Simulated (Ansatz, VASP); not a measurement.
## Be2S3: VASP beside Ansatz

```
CELL_PARAMETERS angstrom
3.41208 0.00000 0.00000
0.00000 4.90361 0.00000
0.00000 0.00000 6.04889
ATOMIC_POSITIONS crystal
Be 0.00000 0.00000 0.99838
Be 0.50000 0.50000 0.65761
S 0.00000 0.24359 0.68422
S 0.00000 0.75641 0.68422
S 0.50000 0.00000 0.16713
```

Alike in both runs: functional PBE; k mesh 6 × 4 × 4; occupations gaussian, width 0.1 eV; no spin polarisation.

Ansatz relaxed the structure, and its values are those at the end. VASP's run is a single point on that final structure, the one shown.

|  | VASP | Ansatz |
| --- | --- | --- |
| version | VASP 6.6.1 | Ansatz 0.2.0 |
| potentials or method | VASP PAW PBE potentials, release 64 (Be, S), cutoff 520 eV | scalar-relativistic, plane waves, PAW |
| valence electrons in the cell | 22 | 22 |

|  | VASP | Ansatz | Ansatz less VASP |
| --- | --- | --- | --- |
| gap on the k mesh at the Fermi level (eV) | none | none | - |
| pressure (GPa) | 0.0 | 0.0 | +0.05 |
| rms of the force components (eV/Å) | 0.008 | 0.006 | -0.0012 |

A gap of «none» marks a metal or a gap that the smearing closes.
